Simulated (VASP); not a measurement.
# PbS (P6_3mc) in VASP: notebook

Runs on PbS. Level: PBE. Tasks: single point.

All numbers are computed with VASP 6.6.1; they aren't measurements. Logs are shortened: lines on timing, memory, paths and dates and some standing lists are left out, and cuts for length are marked.

### Step 1. The cell of the first run

The structure is hexagonal, space group P6_3mc (No. 186). Conventional cell: a = 4.923 Å, b = 4.923 Å, c = 5.916 Å, α = 90.00°, β = 90.00°, γ = 120.00°. Within 3.7 Å of Pb (site symmetry 3m) lie 5 S at 2.84 to 2.98 Å. Within 3.7 Å of S (site symmetry 3m) lie 5 Pb at 2.84 to 2.98 Å.

### Step 2. Single point, PBE (volume changed by -6%)

The input, INCAR:

```
SYSTEM = PbS
PREC     = Accurate       ! precision mode
ENCUT    = 520            ! plane-wave cutoff, eV
EDIFF    = 1E-6           ! SCF threshold, eV
ISMEAR   = 0              ! smearing method
SIGMA    = 0.01           ! smearing width, eV
LREAL    = .False.        ! projectors in reciprocal space
LASPH    = .True.         ! aspherical terms in the spheres
NELM     = 60             ! most SCF steps
ALGO     = Normal         ! electronic algorithm
ISIF     = 2              ! what is computed and relaxed
LWAVE    = .False.        ! write WAVECAR
LCHARG   = .False.        ! write CHGCAR
GGA      = PE             ! functional
NBANDS   = 28             ! bands
```

The input, KPOINTS:

```
Automatic mesh
0
Gamma
  6 6 4
  0 0 0
```

The input, POSCAR:

```
PbS
1.0
    4.9226300156      0.0000000000      0.0000000000
   -2.4613150078      4.2631226469      0.0000000000
    0.0000000000      0.0000000000      5.9157561751
Pb S
2 2
Direct
    0.3333333333      0.6666666667     -0.0640864668
    0.6666666667      0.3333333333      0.4359135332
    0.3333333333      0.6666666667      0.4390864668
    0.6666666667      0.3333333333      0.9390864668
```

Potentials or basis: VASP PAW PBE potentials, release 64 (Pb_d, S).

Launch:

```bash
$ cat potpaw_PBE.64/Pb_d/POTCAR potpaw_PBE.64/S/POTCAR > POTCAR
$ mpirun -np 1 vasp_std > vasp.out
```

OUTCAR:

```text
SYSTEM = PbS
   PREC = Accurate
   ENCUT = 520
   EDIFF = 1E-6
   ISMEAR = 0
   LREAL = .False.
   LASPH = .True.
   NELM = 60
   ISIF = 2
   GGA = PE

 ion  position               nearest neighbor table
   1  0.333  0.667  0.936-   4 2.84   4 2.84   4 2.84   3 2.94   3 2.98   2 4.10   2 4.10   2 4.10
                             2 4.10   2 4.10   2 4.10
   2  0.667  0.333  0.436-   3 2.84   3 2.84   3 2.84   4 2.94   4 2.98   1 4.10   1 4.10   1 4.10
                             1 4.10   1 4.10   1 4.10
   3  0.333  0.667  0.439-   2 2.84   2 2.84   2 2.84   1 2.94   1 2.98
   4  0.667  0.333  0.939-   1 2.84   1 2.84   1 2.84   2 2.94   2 2.98

  LATTYP: Found a hexagonal cell.
 ALAT       =     4.9226300156
 C/A-ratio  =     1.2017470654

  Lattice vectors:

 A1 = (   4.9226300156,   0.0000000000,   0.0000000000)
 A2 = (  -2.4613150078,   4.2631226469,   0.0000000000)
 A3 = (   0.0000000000,   0.0000000000,   5.9157561751)

Analysis of symmetry for initial positions (statically):
=====================================================================
 Subroutine PRICEL returns:
 Original cell was already a primitive cell.

 Routine SETGRP: Setting up the symmetry group for a
 hexagonal supercell.

 Subroutine GETGRP returns: Found 12 space group operations
 (whereof  6 operations were pure point group operations)
 out of a pool of 24 trial point group operations.

The static configuration has the point symmetry C_3v.
 The point group associated with its full space group is C_6v.

Analysis of symmetry for dynamics (positions and initial velocities):
=====================================================================
 Subroutine PRICEL returns:
 Original cell was already a primitive cell.

 Routine SETGRP: Setting up the symmetry group for a
 hexagonal supercell.

 Subroutine GETGRP returns: Found 12 space group operations
 (whereof  6 operations were pure point group operations)
 out of a pool of 24 trial point group operations.

The dynamic configuration has the point symmetry C_3v.
 The point group associated with its full space group is C_6v.

 Subroutine INISYM returns: Found 12 space group operations
 (whereof  6 operations are pure point group operations),
 and found     1 'primitive' translations

----------------------------------------------------------------------------------------

                                     Primitive cell

  volume of cell :     124.1467

  direct lattice vectors                    reciprocal lattice vectors
     4.922630016  0.000000000  0.000000000     0.203143441  0.117284920  0.000000000
    -2.461315008  4.263122647  0.000000000     0.000000000  0.234569841  0.000000000
     0.000000000  0.000000000  5.915756175     0.000000000  0.000000000  0.169040097

  length of vectors
     4.922630016  4.922630016  5.915756175     0.234569841  0.234569841  0.169040097

  position of ions in fractional coordinates (direct lattice)
     0.333333333  0.666666667  0.935913533
     0.666666667  0.333333333  0.435913533
     0.333333333  0.666666667  0.439086467
     0.666666667  0.333333333  0.939086467

  ion indices of the primitive-cell ions
   primitive index   ion index
                 1           1
                 2           2
                 3           3
                 4           4

----------------------------------------------------------------------------------------

 KPOINTS: Automatic mesh

Automatic generation of k-mesh.
 Grid dimensions read from file:
 generate k-points for:    6    6    4

 Generating k-lattice:

  Cartesian coordinates                     Fractional coordinates (reciprocal lattice)
     0.033857240  0.019547487  0.000000000     0.166666667  0.000000000  0.000000000
     0.000000000  0.039094973  0.000000000     0.000000000  0.166666667  0.000000000
     0.000000000  0.000000000  0.042260024     0.000000000  0.000000000  0.250000000

  Length of vectors
     0.039094973  0.039094973  0.042260024

  Shift w.r.t. Gamma in fractional coordinates (k-lattice)
     0.000000000  0.000000000  0.000000000

 Subroutine IBZKPT returns following result:
 ===========================================

 Found     21 irreducible k-points:

 Following reciprocal coordinates:
            Coordinates               Weight
  0.000000  0.000000  0.000000      1.000000
  0.166667  0.000000  0.000000      6.000000
  0.333333  0.000000  0.000000      6.000000
  0.500000  0.000000  0.000000      3.000000
  0.166667  0.166667  0.000000      6.000000
  0.333333  0.166667  0.000000     12.000000
[... 13 lines left out ...]
  0.333333  0.166667  0.500000     12.000000
  0.333333  0.333333  0.500000      2.000000
   k-points           NKPTS =     21   k-points in BZ     NKDIM =     21   number of bands    NBANDS=     28
   number of dos      NEDOS =    301   number of ions     NIONS =      4
   total plane-waves  NPLWV =  76800
   dimension x,y,z NGX =    40 NGY =   40 NGZ =   48
   dimension x,y,z NGXF=    80 NGYF=   80 NGZF=   96
   ions per type =               2   2
   NGX,Y,Z   is equivalent  to a cutoff of  13.51, 13.51, 13.49 a.u.
   NGXF,Y,Z  is equivalent  to a cutoff of  27.02, 27.02, 26.98 a.u.
 SYSTEM =  PbS
   PREC   = accura    normal or accurate (medium, high low for compatibility)
   ISTART =      0    job   : 0-new  1-cont  2-samecut
   ICHARG =      2    charge: 1-file 2-atom 10-const
   ISPIN  =      1    spin polarized calculation?
   LNONCOLLINEAR =      F non collinear calculations
   LSORBIT =      F    spin-orbit coupling
   LASPH  =      T    aspherical Exc in radial PAW
   ENCUT  =  520.0 eV  38.22 Ry    6.18 a.u.   9.15  9.15 11.00*2*pi/ulx,y,z
   NELM   =     60;   NELMIN=  2; NELMDL= -5     # of ELM steps
   EDIFF  = 0.1E-05   stopping-criterion for ELM
   LREAL  =      F    real-space projection
   EDIFFG = 0.1E-04   stopping-criterion for IOM
   NSW    =      0    number of steps for IOM
   IBRION =     -1    ionic relax: 0-MD 1-quasi-New 2-CG
   NFREE  =      0    steps in history (QN), initial steepest desc. (CG)
   ISIF   =      2    stress and relaxation
   ISYM   =      2    0-nonsym 1-usesym 2-fastsym
   POTIM  = 0.5000    time-step for ionic-motion
   TEBEG  =    0.0;   TEEND  =   0.0 temperature during run
   PSTRESS=    0.0 pullay stress
   NELECT =      40.0000    total number of electrons
   NUPDOWN=      -1.0000    fix difference up-down
   EMIN   =  10.00;   EMAX   =-10.00  energy-range for DOS
   EFERMI =   0.00;   METHOD = LEGACY
   ISMEAR =     0;   SIGMA  =   0.01  broadening in eV -4-tet -1-fermi 0-gaus
   EFERMI_NEDOS =   21; number of points for ismear=-14 and -15
   IALGO  =     38    algorithm
   IMIX   =      4    mixing-type and parameters
     AMIX     =   0.40;   BMIX     =  1.00
     AMIX_MAG =   1.60;   BMIX_MAG =  1.00
  volume/ion in A,a.u.               =      31.04       209.45
  Fermi-wavevector in a.u.,A,eV,Ry     =   1.122319  2.120876 17.137904  1.259600
  Thomas-Fermi vector in A             =   2.258978
   LORBIT       =      0    0 simple, 1 ext, 2 COOP (PROOUT), +10 PAW based schemes
   GGA     = PE    functional components
   LHFCALC =     F    Hartree Fock is set to
   AEXX    =    0.0000 exact exchange contribution
   IVDW    =     0    specifies the selected vdW correction
   LEPSILON=     F    determine dielectric tensor
   LRPA    =     F    only Hartree local field effects (RPA)
 non-spin polarized calculation
 Gauss-broadening in eV      SIGMA  =   0.01
  energy-cutoff  :      520.00
  volume of cell :      124.15
 maximum number of plane-waves:      3366
 NGX is ok and might be reduce to    40
   NGX = 19   NGY = 19   NGZ = 21

 number of electron      40.0000003 magnetization

 Free energy of the ion-electron system (eV)
  ---------------------------------------------------
  ext. energy  EPLUGINS =         0.00000000
  ---------------------------------------------------
  free energy    TOTEN  =       -17.16146008 eV

  energy without entropy =      -17.16146008  energy(sigma->0) =      -17.16146008

 E-fermi :   4.3274     XC(G=0):  -8.5883

 val. band max:        4.2129156049   @ k =   0.3333   0.3333   0.5000
 cond. band min:       5.5716181618   @ k =   0.3333   0.3333   0.5000
 fundamental gap:      1.3587025569
 Fermi energy:         4.3274086400

 k-point     1 :       0.0000    0.0000    0.0000
  band No.  band energies     occupation
      1     -12.6508      2.00000
      2     -12.5312      2.00000
      3     -12.5312      2.00000
      4     -12.5307      2.00000
      5     -12.5307      2.00000
      6     -12.5272      2.00000
[... 20 lines left out ...]
     27       9.8835      0.00000
     28      10.7995      0.00000

 k-point     2 :       0.1667    0.0000    0.0000
  band No.  band energies     occupation
      1     -12.6484      2.00000
      2     -12.5438      2.00000
      3     -12.5306      2.00000
      4     -12.5297      2.00000
      5     -12.5261      2.00000
      6     -12.5249      2.00000
[... 20 lines left out ...]
     27      10.3825      0.00000
     28      10.4534      0.00000

 k-point     3 :       0.3333    0.0000    0.0000
  band No.  band energies     occupation
      1     -12.6421      2.00000
      2     -12.5684      2.00000
      3     -12.5343      2.00000
      4     -12.5253      2.00000
      5     -12.5233      2.00000
      6     -12.5123      2.00000
[... 20 lines left out ...]
     27      10.0309      0.00000
     28      11.1493      0.00000

 k-point     4 :       0.5000    0.0000    0.0000
  band No.  band energies     occupation
      1     -12.6371      2.00000
      2     -12.5820      2.00000
      3     -12.5363      2.00000
      4     -12.5224      2.00000
      5     -12.5214      2.00000
      6     -12.5073      2.00000
[... 20 lines left out ...]
     27       9.8776      0.00000
     28      10.9418      0.00000

 k-point     5 :       0.1667    0.1667    0.0000
  band No.  band energies     occupation
      1     -12.6430      2.00000
      2     -12.5634      2.00000
      3     -12.5344      2.00000
      4     -12.5261      2.00000
      5     -12.5224      2.00000
      6     -12.5171      2.00000
[... 20 lines left out ...]
     27      10.0567      0.00000
     28      11.7856      0.00000

 k-point     6 :       0.3333    0.1667    0.0000
  band No.  band energies     occupation
      1     -12.6322      2.00000
      2     -12.5862      2.00000
      3     -12.5390      2.00000
      4     -12.5253      2.00000
      5     -12.5162      2.00000
      6     -12.5075      2.00000
[... 370 lines left out ...]
      5     -12.5258      2.00000
      6     -12.5258      2.00000
[... 20 lines left out ...]
     27      11.1301      0.00000
     28      11.1301      0.00000

 k-point    19 :       0.1667    0.1667    0.5000
  band No.  band energies     occupation
      1     -12.5669      2.00000
      2     -12.5669      2.00000
      3     -12.5342      2.00000
      4     -12.5342      2.00000
      5     -12.5272      2.00000
      6     -12.5272      2.00000
[... 20 lines left out ...]
     27      11.7009      0.00000
     28      11.7009      0.00000

 k-point    20 :       0.3333    0.1667    0.5000
  band No.  band energies     occupation
      1     -12.5643      2.00000
      2     -12.5643      2.00000
      3     -12.5317      2.00000
      4     -12.5317      2.00000
      5     -12.5258      2.00000
      6     -12.5258      2.00000
[... 20 lines left out ...]
     27      11.1688      0.00000
     28      11.1688      0.00000

 k-point    21 :       0.3333    0.3333    0.5000
  band No.  band energies     occupation
      1     -12.5599      2.00000
      2     -12.5599      2.00000
      3     -12.5358      2.00000
      4     -12.5358      2.00000
      5     -12.5223      2.00000
      6     -12.5223      2.00000
[... 20 lines left out ...]
     27      10.9940      0.00000
     28      10.9940      0.00000

------------------------ aborting loop because EDIFF is reached ----------------------------------------

  FORCE on cell =-STRESS in cart. coord.  units (eV):
  Direction    XX          YY          ZZ          XY          YZ          ZX
  --------------------------------------------------------------------------------------
  -------------------------------------------------------------------------------------
  Total        2.1584950      2.1584950      2.3197998      0.0000000      0.0000000      0.0000000
  in kB       27.8564871     27.8564871     29.9382078      0.0000000      0.0000000      0.0000000
  external PRESSURE =      28.5503940 kB  Pullay stress =       0.0000000 kB

 VOLUME and BASIS-vectors are now :
 -----------------------------------------------------------------------------
  energy-cutoff  :      520.00
  volume of cell :      124.15
      direct lattice vectors                 reciprocal lattice vectors
     4.922630016  0.000000000  0.000000000     0.203143441  0.117284920  0.000000000
    -2.461315008  4.263122647  0.000000000     0.000000000  0.234569841  0.000000000
     0.000000000  0.000000000  5.915756175     0.000000000  0.000000000  0.169040097

 POSITION                                       TOTAL-FORCE (eV/Angst)
 -----------------------------------------------------------------------------------
     -0.00000      2.84208      5.53664         0.000000     -0.000000      0.012442
      2.46132      1.42104      2.57876        -0.000000      0.000000      0.012442
     -0.00000      2.84208      2.59753        -0.000000      0.000000     -0.012442
      2.46132      1.42104      5.55541         0.000000     -0.000000     -0.012442
 -----------------------------------------------------------------------------------
    total drift:                               -0.000000      0.000000     -0.000428

  FREE ENERGIE OF THE ION-ELECTRON SYSTEM (eV)
  ---------------------------------------------------
  free  energy   TOTEN  =       -17.1614600820 eV

  energy  without entropy=      -17.1614600820  energy(sigma->0) =      -17.16146008
```

Wall time 30 s (1 thread of Intel Xeon 6975P-C (Granite Rapids), shared host); peak memory 0.28 GiB.

What came out:

* Free energy: -17.1615 eV
* Pressure: 2.9 GPa
* Largest force: 0.012 eV/Å
* Band gap on the k mesh: 1.36 eV, direct

Forces in eV/Å, atoms in the order of the input:
```
Pb   0.000  0.000  0.012
Pb   0.000  0.000  0.012
S    0.000  0.000 -0.012
S    0.000  0.000 -0.012
```

Levels at points of the mesh, in eV from the valence-band top:
| k point | band 18 | band 19 | band 20 | band 21 | band 22 | band 23 |
| --- | --- | --- | --- | --- | --- | --- |
| (0.00, 0.00, 0.00) | -2.10 | -2.08 | -2.08 | 1.92 | 1.92 | 3.34 |
| (0.50, 0.00, 0.00) | -2.49 | -2.26 | -0.80 | 3.02 | 3.11 | 4.11 |
| (0.00, 0.00, 0.50) | -2.68 | -1.43 | -1.43 | 2.22 | 2.22 | 2.22 |
| (0.50, 0.00, 0.50) | -2.08 | -0.70 | -0.70 | 1.55 | 1.55 | 3.10 |

Caveat: the cell differs from its parent crystal (volume changed by -6%); spin-orbit coupling is left out, which moves the levels of the heavy elements. A k mesh can miss the band edges.

### Step 3. Single point, PBE (volume changed by -3%)

The input, INCAR:

```
SYSTEM = PbS
PREC = Accurate
ENCUT = 520
EDIFF = 1E-7
ISMEAR = 0
SIGMA = 0.01
LREAL = .FALSE.
LASPH = .TRUE.
NELM = 60
ALGO = Normal
ISIF = 2
LWAVE = .FALSE.
LCHARG = .TRUE.
GGA = PE
LELF = .TRUE.
LVHAR = .TRUE.
NBANDS = 28
```

The input, KPOINTS:

```
regular mesh
0
G
  6 6 4
  0 0 0
```

The input, POSCAR:

```
PbS
1.0
    4.9744509818      0.0000000000      0.0000000000
   -2.4872254909      4.3080009201      0.0000000000
    0.0000000000      0.0000000000      5.9780318692
Pb S
2 2
Direct
    0.3333333333      0.6666666667     -0.0640864668
    0.6666666667      0.3333333333      0.4359135332
    0.3333333333      0.6666666667      0.4390864668
    0.6666666667      0.3333333333      0.9390864668
```

Potentials or basis: VASP PAW PBE potentials, release 64 (Pb_d, S).

Launch:

```bash
$ cat potpaw_PBE.64/Pb_d/POTCAR potpaw_PBE.64/S/POTCAR > POTCAR
$ mpirun -np 1 vasp_std > vasp.out
```

It took 42 s on 1 thread of Intel Xeon 6975P-C (Granite Rapids), shared host; peak memory 0.28 GiB.

It converged, with:

| Item | Value |
| --- | --- |
| Free energy | -17.2136 eV |
| Pressure | 1.3 GPa |
| Largest force | 0.006 eV/Å |
| Band gap on the k mesh | 1.41 eV, direct |

Forces on the atoms (eV/Å):
```
Pb   0.000  0.000  0.006
Pb   0.000  0.000  0.006
S    0.000  0.000 -0.006
S    0.000  0.000 -0.006
```

Stress tensor (GPa, compression positive):
```
1.26 0.00 0.00
0.00 1.26 0.00
0.00 0.00 1.34
```

Levels at points of the mesh, in eV from the valence-band top:
```
           k point  band 18  band 19  band 20  band 21  band 22  band 23
(0.00, 0.00, 0.00)    -1.94    -1.93    -1.93     2.00     2.00     3.36
(0.50, 0.00, 0.00)    -2.32    -2.12    -0.74     3.00     3.11     4.17
(0.00, 0.00, 0.50)    -2.51    -1.35    -1.35     2.30     2.30     2.30
(0.50, 0.00, 0.50)    -1.93    -0.65    -0.65     1.60     1.60     3.10
```

Caveat: the cell differs from its parent crystal (volume changed by -3%); spin-orbit coupling is left out, which moves the levels of the heavy elements.

### Step 4. Single point, PBE

This run uses another cell than the first one, of 32.42 Å³/atom, 1.045 times its volume.

The input, INCAR:

```
SYSTEM = PbS
PREC     = Accurate       ! precision mode
ENCUT    = 520            ! plane-wave cutoff, eV
EDIFF    = 1E-6           ! SCF threshold, eV
ISMEAR   = 0              ! smearing method
SIGMA    = 0.01           ! smearing width, eV
LREAL    = .False.        ! projectors in reciprocal space
LASPH    = .True.         ! aspherical terms in the spheres
NELM     = 80             ! most SCF steps
ALGO     = Normal         ! electronic algorithm
ISIF     = 2              ! what is computed and relaxed
LWAVE    = .False.        ! write WAVECAR
LCHARG   = .False.        ! write CHGCAR
GGA      = PE             ! functional
NBANDS   = 28             ! bands
```

The input, KPOINTS:

```
regular mesh
0
Gamma
  6 6 4
  0 0 0
```

The input, POSCAR:

```
PbS
1.0
    4.9970307003      0.0000000000      0.0000000000
   -2.4985153501      4.3275555300      0.0000000000
    0.0000000000      0.0000000000      5.9976965852
Pb S
2 2
Direct
    0.3333333333      0.6666666667     -0.0640827495
    0.6666666667      0.3333333333      0.4359172505
    0.3333333333      0.6666666667      0.4390827495
    0.6666666667      0.3333333333      0.9390827495
```

Launch:

```bash
$ cat potpaw_PBE.64/Pb_d/POTCAR potpaw_PBE.64/S/POTCAR > POTCAR
$ mpirun -np 1 vasp_std > vasp.out
```

Run time: 38 s. Hardware: 1 thread of Intel Xeon 6975P-C (Granite Rapids), shared host; peak memory 0.28 GiB.

Results (log left out):

```yaml
Free_energy: -17.2241 eV
Pressure: 0.7 GPa
Largest_force: 0.005 eV/Å
Band_gap_on_the_k_mesh: 1.43 eV, direct
```

Forces on the atoms (eV/Å):
```
Pb   0.000  0.000  0.005
Pb   0.000  0.000  0.005
S    0.000  0.000 -0.005
S    0.000  0.000 -0.005
```

Stress tensor (GPa, compression positive):
```
0.68 0.00 0.00
0.00 0.68 0.00
0.00 0.00 0.83
```

Levels at points of the mesh, in eV from the valence-band top:
| k point | band 17 | band 18 | band 19 | band 20 | band 21 | band 22 | band 23 | band 24 |
| --- | --- | --- | --- | --- | --- | --- | --- | --- |
| (0.00, 0.00, 0.00) | -3.02 | -1.89 | -1.87 | -1.87 | 2.03 | 2.03 | 3.37 | 3.37 |
| (0.50, 0.00, 0.00) | -2.85 | -2.25 | -2.08 | -0.72 | 2.99 | 3.10 | 4.19 | 4.43 |
| (0.00, 0.00, 0.50) | -2.45 | -2.45 | -1.31 | -1.31 | 2.33 | 2.33 | 2.33 | 2.33 |
| (0.50, 0.00, 0.50) | -1.87 | -1.87 | -0.63 | -0.63 | 1.62 | 1.62 | 3.10 | 3.10 |

Caveat: spin-orbit coupling is left out, which moves the levels of the heavy elements. A k mesh can miss the band edges.

(Continued in part 2 of 2.)
